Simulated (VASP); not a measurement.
A run of VASP 6.6.1 is set up as follows.

Contents of POSCAR:

```
Sn
1.0
   -2.9401404553      2.9401404553      1.5993019889
    2.9401404553     -2.9401404553      1.5993019889
    2.9401404553      2.9401404553     -1.5993019889
Sn
2
Direct
    0.0000000000      0.0000000000      0.0000000000
    0.7500000000      0.2500000000      0.5000000000
```

File INCAR.step1:

```
SYSTEM = Sn
PREC = Accurate
ENCUT = 520
ISMEAR = -1
SIGMA = 0.05
LREAL = .FALSE.
LASPH = .TRUE.
NELM = 150
MAGMOM = 0 0 0 0 0 0
LSORBIT = .TRUE.
GGA_COMPAT = .FALSE.
NBANDS = 40
GGA = PE
ALGO = Normal
EDIFF = 1E-4
LWAVE = .TRUE.
LCHARG = .FALSE.
```

Contents of INCAR.step2:

```
SYSTEM = Sn
PREC = Accurate
ENCUT = 520
EDIFF = 1E-6
ISMEAR = -1
SIGMA = 0.05
LREAL = .FALSE.
LASPH = .TRUE.
NELM = 150
ALGO = Normal
ISIF = 2
LWAVE = .FALSE.
LCHARG = .FALSE.
MAGMOM = 0 0 0 0 0 0
LORBIT = 11
LSORBIT = .TRUE.
GGA_COMPAT = .FALSE.
LORBMOM = .TRUE.
METAGGA = R2SCAN
LMIXTAU = .TRUE.
NBANDS = 40
ISTART = 1
```

File KPOINTS:

```
Automatic mesh
0
G
  7 7 7
  0 0 0
```

Potentials or basis: VASP PAW PBE potentials, release 64 (Sn_d).

Run with:

```bash
$ cat potpaw_PBE.64/Sn_d/POTCAR > POTCAR
$ cp INCAR.step1 INCAR
$ mpirun -np 1 vasp_ncl > vasp.out
$ cp INCAR.step2 INCAR
$ mpirun -np 1 vasp_ncl > vasp.out
```

Q: Estimate the pressure.

A: -0.4 GPa.

Q: Estimate the net moment.

A: 0.00 μB per cell.

Moments on the atoms (μB; x, y, z):
```
Sn  0.00 0.00 0.00
Sn  0.00 0.00 0.00
```

Caveat: the PAW data sets were made with another functional, which shifts forces and pressure a little.
